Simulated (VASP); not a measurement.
Input of a VASP 6.6.1 run:

INCAR

```
SYSTEM = SrTiO3
ALGO = Normal
EDIFF = 1E-6
EDIFFG = -0.005
ENCUT = 600
GGA = PE
IBRION = 2
ISIF = 3
ISMEAR = 0
LASPH = .TRUE.
LCHARG = .FALSE.
LREAL = .FALSE.
LWAVE = .FALSE.
NELM = 60
NSW = 100
PREC = Accurate
SIGMA = 0.02
```

File KPOINTS:

```
k-points
0
G
  8 8 8
  0 0 0
```

Contents of POSCAR:

```
SrTiO3
1.0
    3.9127013100      0.0000000000      0.0000000000
    0.0000000000      3.9127013100      0.0000000000
    0.0000000000      0.0000000000      3.9127013100
Sr Ti O
1 1 3
Direct
    0.0000000000      0.0000000000      0.0000000000
    0.5000000000      0.5000000000      0.5000000000
    0.5000000000      0.0000000000      0.5000000000
    0.5000000000      0.5000000000      0.0000000000
    0.0000000000      0.5000000000      0.5000000000
```

Potentials or basis: VASP PAW PBE potentials, release 64 (Sr_sv, Ti_sv, O).

Launch:

```sh
$ cat potpaw_PBE.64/Sr_sv/POTCAR potpaw_PBE.64/Ti_sv/POTCAR potpaw_PBE.64/O/POTCAR > POTCAR
$ mpirun -np 1 vasp_std > vasp.out
```

**Question.** Estimate the relaxed cell.

**Answer.** a = 3.940 Å, b = 3.940 Å, c = 3.940 Å, α = 90.00°, β = 90.00°, γ = 90.00°.

**Question.** What does it give for the space group after relaxing (to 0.05 Å)?

**Answer.** Pm-3m (No. 221).

Step by step:
```tsv
step	energy change (eV)	largest force (eV/Å)	pressure (GPa)	volume (Å³)
1	0.0000	0.0000	3.61	59.90
2	-0.0039	0.0000	-2.92	62.27
3	-0.0142	0.0000	-0.02	61.17
```
